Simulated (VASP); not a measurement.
Wanted: the native input for a VASP 6.6.1 run.

| Property | Result |
| --- | --- |
| Task | single point |
| Functional | PBE |
| Potentials or basis | VASP PAW PBE potentials, release 64 (Pt) |
| Cutoff | 520 eV |
| k mesh | 24 × 24 × 24 |
| Occupations | fermi-dirac, width 0.02 eV |
| Spin | no spin polarisation |
| Dipole correction | no |
| Further INCAR settings | ALGO = Fast; EDIFF = 1e-06; NBANDS = 11 |

The structure of Pt lies in POSCAR:

```
Pt
1.0
    0.0000000000      1.7443784117      2.4665510741
    1.7443784117      0.0000000000      2.4665510741
    1.7443784117      1.7443784117      0.0000000000
Pt
1
Direct
    0.0000000000      0.0000000000      0.0000000000
```

This cell differs from its parent crystal: ratio of the length along z to the lengths across it x 1.414, volume and fractional coordinates fixed.

The input as run:

INCAR

```
PREC     = Accurate       # precision mode
ENCUT    = 520            # plane-wave cutoff, eV
EDIFF    = 1E-6           # SCF threshold, eV
ISMEAR   = -1             # smearing method
SIGMA    = 0.02           # smearing width, eV
LREAL    = F              # projectors in reciprocal space
LASPH    = T              # aspherical terms in the spheres
NELM     = 80             # most SCF steps
ALGO     = Fast           # electronic algorithm
ISIF     = 2              # what is computed and relaxed
LWAVE    = F              # write WAVECAR
LCHARG   = F              # write CHGCAR
GGA      = PE             # functional
NBANDS   = 11             # bands
```

KPOINTS

```
Automatic mesh
0
Gamma
  24 24 24
```

Potentials or basis: VASP PAW PBE potentials, release 64 (Pt).

Run with:

```sh
$ cat potpaw_PBE.64/Pt/POTCAR > POTCAR
$ mpirun -np 1 vasp_std > vasp.out
```

Results of the run:

| Property | Result |
| --- | --- |
| Pressure | 34.9 GPa |
| Band gap on the k mesh | zero (bands 5 and 6 overlap by 4.96 eV) |

Caveat: the cell stands under pressure; spin-orbit coupling is left out, which moves the levels of the heavy elements.

Wall time 75 s on 1 thread of Intel(R) Xeon(R) Platinum 8488C (Sapphire Rapids), on a shared host, peak memory 0.28 GiB.
